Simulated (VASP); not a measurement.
# ZnO: single point with LDA

ZnO:

```
Zn O
1.0
     0.00000    2.16944    2.16944
     2.16944    0.00000    2.16944
     2.16944    2.16944    0.00000
Zn O
1 1
Direct
  0.00000 0.00000 0.00000
  0.50000 0.50000 0.50000
```

| Property | Result |
| --- | --- |
| Program | VASP 6.6.1 |
| Task | single point |
| Functional | LDA |
| Potentials or basis | VASP PAW LDA potentials, release 64 (Zn, O) |
| Cutoff | 520 eV |
| k mesh | 12 × 12 × 12 |
| Occupations | gaussian, width 0.05 eV |
| Spin | no spin polarisation |

```yaml
Pressure: -13.9 GPa
Band_gap_on_the_k_mesh: 0.68 eV, indirect (least direct gap 1.90 eV)
```

Levels at points of the mesh, in eV from the valence-band top:
```tsv
k point	band 5	band 6	band 7	band 8	band 9	band 10	band 11	band 12	band 13	band 14
(0.00, 0.00, 0.00)	-4.70	-4.70	-1.22	-1.22	-1.22	0.68	17.60	17.60	17.60	18.04
(0.50, 0.00, 0.00)	-4.50	-4.50	-3.66	0.00	0.00	5.27	8.59	12.35	12.35	18.72
(0.50, 0.50, 0.00)	-4.40	-4.40	-4.10	-2.60	-2.60	3.83	10.28	11.07	14.76	14.76
```

Run time: 43 s on 1 thread of AMD EPYC 7R13, with other jobs on the host, peak memory 0.11 GiB.

A k mesh can miss the band edges.
